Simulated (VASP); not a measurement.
# H2 in VASP: single point with r2SCAN

Aim: the single point of H2 with r2SCAN.

All numbers are computed with VASP 6.6.1; they aren't measurements. Logs are shortened: lines on timing, memory, paths and dates and some standing lists are left out, and cuts for length are marked.

## 1. The cell of the first run

The cell holds a molecule in a box, 2 atoms: a = 13.000 Å, b = 13.300 Å, c = 13.600 Å, α = 90.00°, β = 90.00°, γ = 90.00°.

## 2. Single point, r2SCAN

The input, POSCAR:

```
H
1.0
   13.0000000000      0.0000000000      0.0000000000
    0.0000000000     13.3000000000      0.0000000000
    0.0000000000      0.0000000000     13.6000000000
H
2
Direct
    0.4714883181      0.5000000000      0.5000000000
    0.5285116819      0.5000000000      0.5000000000
```

The input, INCAR.step1:

```
SYSTEM = H
ALGO = Normal
EDIFF = 1E-4
ENCUT = 520
GGA = PE
ISMEAR = 0
LASPH = .TRUE.
LCHARG = .FALSE.
LREAL = .FALSE.
LWAVE = .TRUE.
NBANDS = 8
NELM = 80
PREC = Accurate
SIGMA = 0.01
```

The input, INCAR.step2:

```
SYSTEM = H
ALGO = Normal
EDIFF = 1E-6
ENCUT = 520
ISIF = 2
ISMEAR = 0
ISTART = 1
LASPH = .TRUE.
LCHARG = .FALSE.
LMIXTAU = .TRUE.
LREAL = .FALSE.
LWAVE = .FALSE.
METAGGA = R2SCAN
NBANDS = 8
NELM = 80
PREC = Accurate
SIGMA = 0.01
```

The input, KPOINTS:

```
k-points
0
G
  1 1 1
  0 0 0
```

Potentials or basis: VASP PAW PBE potentials, release 64 (H).

Run with:

```console
$ cat potpaw_PBE.64/H/POTCAR > POTCAR
$ cp INCAR.step1 INCAR
$ mpirun -np 1 vasp_gam > vasp.out
$ cp INCAR.step2 INCAR
$ mpirun -np 1 vasp_gam > vasp.out
```

OUTCAR:

```text
SYSTEM = H
   EDIFF = 1E-6
   ENCUT = 520
   ISIF = 2
   ISMEAR = 0
   ISTART = 1
   LASPH = .TRUE.
   LREAL = .FALSE.
   METAGGA = R2SCAN
   NELM = 80
   PREC = Accurate

 ion  position               nearest neighbor table
   1  0.471  0.500  0.500-   2 0.74
   2  0.529  0.500  0.500-   1 0.74

  LATTYP: Found a simple orthorhombic cell.
 ALAT       =    13.0000000000
 B/A-ratio  =     1.0230769231
 C/A-ratio  =     1.0461538462

  Lattice vectors:

 A1 = (  13.0000000000,   0.0000000000,   0.0000000000)
 A2 = (   0.0000000000,  13.3000000000,   0.0000000000)
 A3 = (   0.0000000000,   0.0000000000,  13.6000000000)

Analysis of symmetry for initial positions (statically):
=====================================================================
 Subroutine PRICEL returns:
 Original cell was already a primitive cell.

 Routine SETGRP: Setting up the symmetry group for a
 simple orthorhombic supercell.

 Subroutine GETGRP returns: Found  8 space group operations
 (whereof  8 operations were pure point group operations)
 out of a pool of  8 trial point group operations.

The static configuration has the point symmetry D_2h.

Analysis of symmetry for dynamics (positions and initial velocities):
=====================================================================
 Subroutine PRICEL returns:
 Original cell was already a primitive cell.

 Routine SETGRP: Setting up the symmetry group for a
 simple orthorhombic supercell.

 Subroutine GETGRP returns: Found  8 space group operations
 (whereof  8 operations were pure point group operations)
 out of a pool of  8 trial point group operations.

The dynamic configuration has the point symmetry D_2h.

 Subroutine INISYM returns: Found  8 space group operations
 (whereof  8 operations are pure point group operations),
 and found     1 'primitive' translations

----------------------------------------------------------------------------------------

                                     Primitive cell

  volume of cell :    2351.4400

  direct lattice vectors                    reciprocal lattice vectors
    13.000000000  0.000000000  0.000000000     0.076923077  0.000000000  0.000000000
     0.000000000 13.300000000  0.000000000     0.000000000  0.075187970  0.000000000
     0.000000000  0.000000000 13.600000000     0.000000000  0.000000000  0.073529412

  length of vectors
    13.000000000 13.300000000 13.600000000     0.076923077  0.075187970  0.073529412

  position of ions in fractional coordinates (direct lattice)
     0.471488318  0.500000000  0.500000000
     0.528511682  0.500000000  0.500000000

  ion indices of the primitive-cell ions
   primitive index   ion index
                 1           1
                 2           2

----------------------------------------------------------------------------------------

 KPOINTS: k-points

Automatic generation of k-mesh.
 Grid dimensions read from file:
 generate k-points for:    1    1    1

 Generating k-lattice:

  Cartesian coordinates                     Fractional coordinates (reciprocal lattice)
     0.076923077  0.000000000  0.000000000     1.000000000  0.000000000  0.000000000
     0.000000000  0.075187970  0.000000000     0.000000000  1.000000000  0.000000000
     0.000000000  0.000000000  0.073529412     0.000000000  0.000000000  1.000000000

  Length of vectors
     0.076923077  0.075187970  0.073529412

  Shift w.r.t. Gamma in fractional coordinates (k-lattice)
     0.000000000  0.000000000  0.000000000

 Subroutine IBZKPT returns following result:
 ===========================================

 Found      1 irreducible k-points:

 Following reciprocal coordinates:
            Coordinates               Weight
  0.000000  0.000000  0.000000      1.000000
   k-points           NKPTS =      1   k-points in BZ     NKDIM =      1   number of bands    NBANDS=      8
   number of dos      NEDOS =    301   number of ions     NIONS =      2
   total plane-waves  NPLWV = ******
   dimension x,y,z NGX =    98 NGY =  100 NGZ =  108
   dimension x,y,z NGXF=   196 NGYF=  200 NGZF=  216
   ions per type =               2
   NGX,Y,Z   is equivalent  to a cutoff of  12.53, 12.50, 13.20 a.u.
   NGXF,Y,Z  is equivalent  to a cutoff of  25.06, 25.00, 26.40 a.u.
 SYSTEM =  H
   PREC   = accura    normal or accurate (medium, high low for compatibility)
   ISTART =      1    job   : 0-new  1-cont  2-samecut
   ICHARG =      0    charge: 1-file 2-atom 10-const
   ISPIN  =      1    spin polarized calculation?
   LNONCOLLINEAR =      F non collinear calculations
   LSORBIT =      F    spin-orbit coupling
   LASPH  =      T    aspherical Exc in radial PAW
   ENCUT  =  520.0 eV  38.22 Ry    6.18 a.u.  24.17 24.73 25.29*2*pi/ulx,y,z
   NELM   =     80;   NELMIN=  2; NELMDL=  0     # of ELM steps
   EDIFF  = 0.1E-05   stopping-criterion for ELM
   LREAL  =      F    real-space projection
   EDIFFG = 0.1E-04   stopping-criterion for IOM
   NSW    =      0    number of steps for IOM
   IBRION =     -1    ionic relax: 0-MD 1-quasi-New 2-CG
   NFREE  =      0    steps in history (QN), initial steepest desc. (CG)
   ISIF   =      2    stress and relaxation
   ISYM   =      2    0-nonsym 1-usesym 2-fastsym
   POTIM  = 0.5000    time-step for ionic-motion
   TEBEG  =    0.0;   TEEND  =   0.0 temperature during run
   PSTRESS=    0.0 pullay stress
   NELECT =       2.0000    total number of electrons
   NUPDOWN=      -1.0000    fix difference up-down
   EMIN   =  10.00;   EMAX   =-10.00  energy-range for DOS
   EFERMI =   0.00;   METHOD = LEGACY
   ISMEAR =     0;   SIGMA  =   0.01  broadening in eV -4-tet -1-fermi 0-gaus
   EFERMI_NEDOS =   21; number of points for ismear=-14 and -15
   IALGO  =     38    algorithm
   IMIX   =      4    mixing-type and parameters
     AMIX     =   0.40;   BMIX     =  1.00
     AMIX_MAG =   1.60;   BMIX_MAG =  1.00
  volume/ion in A,a.u.               =    1175.72      7934.15
  Fermi-wavevector in a.u.,A,eV,Ry     =   0.155110  0.293116  0.327345  0.024059
  Thomas-Fermi vector in A             =   0.839796
   LORBIT       =      0    0 simple, 1 ext, 2 COOP (PROOUT), +10 PAW based schemes
   METAGGA = R2SCAN    functional components
   LHFCALC =     F    Hartree Fock is set to
   AEXX    =    0.0000 exact exchange contribution
   IVDW    =     0    specifies the selected vdW correction
   LEPSILON=     F    determine dielectric tensor
   LRPA    =     F    only Hartree local field effects (RPA)
 non-spin polarized calculation
 Gauss-broadening in eV      SIGMA  =   0.01
  energy-cutoff  :      520.00
  volume of cell :     2351.44
 maximum number of plane-waves:     31662
 NGX is ok and might be reduce to    98
   NGX = 49   NGY = 49   NGZ = 51

 number of electron       2.0000001 magnetization

 Free energy of the ion-electron system (eV)
  ---------------------------------------------------
  ext. energy  EPLUGINS =         0.00000000
  ---------------------------------------------------
  free energy    TOTEN  =        -6.90981478 eV

  energy without entropy =       -6.90981478  energy(sigma->0) =       -6.90981478

 E-fermi : -10.7342     XC(G=0):   0.0611

 val. band max:      -10.8048259732   @ k =   0.0000   0.0000   0.0000
 cond. band min:       0.0928278843   @ k =   0.0000   0.0000   0.0000
 fundamental gap:     10.8976538575
 Fermi energy:       -10.7342133594

 k-point     1 :       0.0000    0.0000    0.0000
  band No.  band energies     occupation
      1     -10.8048      2.00000
      2       0.0928      0.00000
      3       0.8609      0.00000
      4       0.8926      0.00000
      5       0.9088      0.00000
      6       0.9311      0.00000
      7       0.9466      0.00000
      8       1.1297      0.00000

------------------------ aborting loop because EDIFF is reached ----------------------------------------

  FORCE on cell =-STRESS in cart. coord.  units (eV):
  Direction    XX          YY          ZZ          XY          YZ          ZX
  --------------------------------------------------------------------------------------
  -------------------------------------------------------------------------------------
  Total       -0.0319612     -0.0285133     -0.0288060     -0.0000000      0.0000000      0.0000000
  in kB       -0.0217771     -0.0194278     -0.0196272     -0.0000000      0.0000000      0.0000000
  external PRESSURE =      -0.0202774 kB  Pullay stress =       0.0000000 kB

 VOLUME and BASIS-vectors are now :
 -----------------------------------------------------------------------------
  energy-cutoff  :      520.00
  volume of cell :     2351.44
      direct lattice vectors                 reciprocal lattice vectors
    13.000000000  0.000000000  0.000000000     0.076923077  0.000000000  0.000000000
     0.000000000 13.300000000  0.000000000     0.000000000  0.075187970  0.000000000
     0.000000000  0.000000000 13.600000000     0.000000000  0.000000000  0.073529412

 POSITION                                       TOTAL-FORCE (eV/Angst)
 -----------------------------------------------------------------------------------
      6.12935      6.65000      6.80000        -0.002918      0.000000      0.000000
      6.87065      6.65000      6.80000         0.002918      0.000000     -0.000000
 -----------------------------------------------------------------------------------
    total drift:                               -0.000000     -0.000000      0.000000

  FREE ENERGIE OF THE ION-ELECTRON SYSTEM (eV)
  ---------------------------------------------------
  free  energy   TOTEN  =        -6.9098147765 eV

  energy  without entropy=       -6.9098147765  energy(sigma->0) =       -6.90981478
```

Wall time 14 min (1 thread of Intel Xeon 8259CL, shared host); peak memory 1.8 GiB.

What came out:

| Quantity | Value |
| --- | --- |
| Free energy | -6.9098 eV |
| Gap between the frontier levels | 10.90 eV |

Forces in eV/Å, atoms in the order of the input:
```
H   -0.003  0.000  0.000
H    0.003  0.000  0.000
```

Caveat: the PAW data sets were made with another functional, which shifts forces and pressure a little.
